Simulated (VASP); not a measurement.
# Mo (P6_3/mmc) in VASP: notebook, part 2 of 2

VASP 6.6.1. The steps go on from the part before.

### 5 Single point, PBEsol

This run uses another cell than the first one, of 15.62 Å³/atom.

File INCAR:

```
SYSTEM = Mo
PREC = Accurate
ENCUT = 520
EDIFF = 1E-6
ISMEAR = 0
SIGMA = 0.1
LREAL = .FALSE.
LASPH = .TRUE.
NELM = 60
ALGO = Fast
ISIF = 2
LWAVE = .FALSE.
LCHARG = .FALSE.
GGA = PS
NBANDS = 21
```

File KPOINTS:

```
regular mesh
0
G
  18 18 10
  0 0 0
```

File POSCAR:

```
Mo
1.0
    2.7302016916      0.0000000000      0.0000000000
   -1.3651008458      2.3644240223      0.0000000000
    0.0000000000      0.0000000000      4.8390310977
Mo
2
Direct
    0.3333333333      0.6666666667      0.2500000000
    0.6666666667      0.3333333333      0.7500000000
```

Potentials or basis: VASP PAW PBE potentials, release 64 (Mo_sv).

Started as:

```
$ cat potpaw_PBE.64/Mo_sv/POTCAR > POTCAR
$ mpirun -np 1 vasp_std > vasp.out
```

OUTCAR:

```text
SYSTEM = Mo
   PREC = Accurate
   ENCUT = 520
   EDIFF = 1E-6
   ISMEAR = 0
   LREAL = .FALSE.
   LASPH = .TRUE.
   NELM = 60
   ISIF = 2
   GGA = PS

 ion  position               nearest neighbor table
   1  0.333  0.667  0.250-   2 2.89   2 2.89   2 2.89   2 2.89   2 2.89   2 2.89
   2  0.667  0.333  0.750-   1 2.89   1 2.89   1 2.89   1 2.89   1 2.89   1 2.89

  LATTYP: Found a hexagonal cell.
 ALAT       =     2.7302016916
 C/A-ratio  =     1.7724079186

  Lattice vectors:

 A1 = (   2.7302016916,   0.0000000000,   0.0000000000)
 A2 = (  -1.3651008458,   2.3644240223,   0.0000000000)
 A3 = (   0.0000000000,   0.0000000000,   4.8390310977)

Analysis of symmetry for initial positions (statically):
=====================================================================
 Subroutine PRICEL returns:
 Original cell was already a primitive cell.

 Routine SETGRP: Setting up the symmetry group for a
 hexagonal supercell.

 Subroutine GETGRP returns: Found 24 space group operations
 (whereof 12 operations were pure point group operations)
 out of a pool of 24 trial point group operations.

[... 156 lines left out ...]

 Free energy of the ion-electron system (eV)
  ---------------------------------------------------
  ext. energy  EPLUGINS =         0.00000000
  ---------------------------------------------------
  free energy    TOTEN  =       -22.66507726 eV

  energy without entropy =      -22.65152072  energy(sigma->0) =      -22.65829899

 E-fermi :  12.1740     XC(G=0): -13.5118

 val. band max:       12.1620704746   @ k =   0.1111   0.0556   0.2000
 cond. band min:      12.1800960013   @ k =   0.3889   0.0000   0.3000
 fundamental gap:      0.0180255266
 Fermi energy:        12.1740213455

 k-point     1 :       0.0000    0.0000    0.0000
  band No.  band energies     occupation
      1     -48.5864      2.00000
      2     -48.4063      2.00000
      3     -23.2334      2.00000
      4     -22.0612      2.00000
      5     -21.8978      2.00000
      6     -21.8978      2.00000
[... 565 lines left out ...]
     20      21.2592      0.00000
     21      23.6572      0.00000

 [... further k-points ...]
[... 5 lines left out ...]
  --------------------------------------------------------------------------------------
  -------------------------------------------------------------------------------------
  Total        0.1029996      0.1029996      0.0822939      0.0000000      0.0000000      0.0000000
  in kB        5.2828444      5.2828444      4.2208484      0.0000000      0.0000000      0.0000000
  external PRESSURE =       4.9288457 kB  Pullay stress =       0.0000000 kB

 VOLUME and BASIS-vectors are now :
 -----------------------------------------------------------------------------
  energy-cutoff  :      520.00
  volume of cell :       31.24
      direct lattice vectors                 reciprocal lattice vectors
     2.730201692  0.000000000  0.000000000     0.366273306  0.211467992  0.000000000
    -1.365100846  2.364424022  0.000000000     0.000000000  0.422935984  0.000000000
     0.000000000  0.000000000  4.839031098     0.000000000  0.000000000  0.206652939

 POSITION                                       TOTAL-FORCE (eV/Angst)
 -----------------------------------------------------------------------------------
     -0.00000      1.57628      1.20976         0.000000     -0.000000      0.000000
      1.36510      0.78814      3.62927        -0.000000      0.000000      0.000000
 -----------------------------------------------------------------------------------
    total drift:                               -0.000000      0.000000     -0.000000

  FREE ENERGIE OF THE ION-ELECTRON SYSTEM (eV)
  ---------------------------------------------------
  free  energy   TOTEN  =       -22.6650772621 eV

  energy  without entropy=      -22.6515207161  energy(sigma->0) =      -22.65829899
```

stdout:

```text
POSCAR found type information on POSCAR Mo
 POSCAR found :  1 types and       2 ions
 scaLAPACK will be used
 -----------------------------------------------------------------------------
|                                                                             |
|                                                                             |
|     You enforced a specific xc type in the INCAR file but a different       |
|     I HOPE YOU KNOW WHAT YOU ARE DOING!                                     |
|                                                                             |
 -----------------------------------------------------------------------------

 LDA part: xc-table for (Slater+PW92), standard interpolation
 POSCAR, INCAR and KPOINTS ok, starting setup
 FFT: planning ... GRIDC
 FFT: planning ... GRID_SOFT
 FFT: planning ... GRID
 WAVECAR not read
 entering main loop
```

Wall time 70 s (1 thread of Intel Xeon Platinum 8375C at 2.90GHz (Ice Lake), shared host); peak memory 0.22 GiB.

What came out:

```
Free energy            : -22.6651 eV
Pressure               : 0.5 GPa
Band gap on the k mesh : zero (bands 14 and 15 overlap by 1.96 eV)
```

Stress tensor (GPa, compression positive):
```
0.53 0.00 0.00
0.00 0.53 0.00
0.00 0.00 0.42
```

Caveat: the PAW data sets were made with another functional, which shifts forces and pressure a little.

### 6 The runs side by side

| task | cell | k mesh | cutoff (eV) | gap on the mesh (eV) | pressure (GPa) |
| --- | --- | --- | --- | --- | --- |
| single point | a = 2.755, b = 2.755, c = 4.360 Å, angles 90.0, 90.0, 120.0°, 2 atoms | 9 × 9 × 4 | 520 | none | 24.1 |
| single point | a = 2.732, b = 2.732, c = 4.820 Å, angles 90.0, 90.0, 120.0°, 2 atoms | 9 × 9 × 6 | 520 | none | 0.6 |
| relaxation of cell and atoms | relaxed from a = 2.755, b = 2.755, c = 4.360 Å, angles 90.0, 90.0, 120.0°, 2 atoms | 9 × 9 × 6 | 600 | none | 0.1 |
| single point | a = 2.730, b = 2.730, c = 4.839 Å, angles 90.0, 90.0, 120.0°, 2 atoms | 18 × 18 × 10 | 520 | none | 0.5 |

Alike in all rows: level PBEsol; potentials or basis VASP PAW PBE potentials, release 64 (Mo_sv); no spin polarisation; smearing gaussian 0.1 eV.

Caveats: some runs use coarse meshes; the PAW data sets were made with another functional, which shifts forces and pressure a little.

Absolute energies hang on the potentials; compare differences alone.
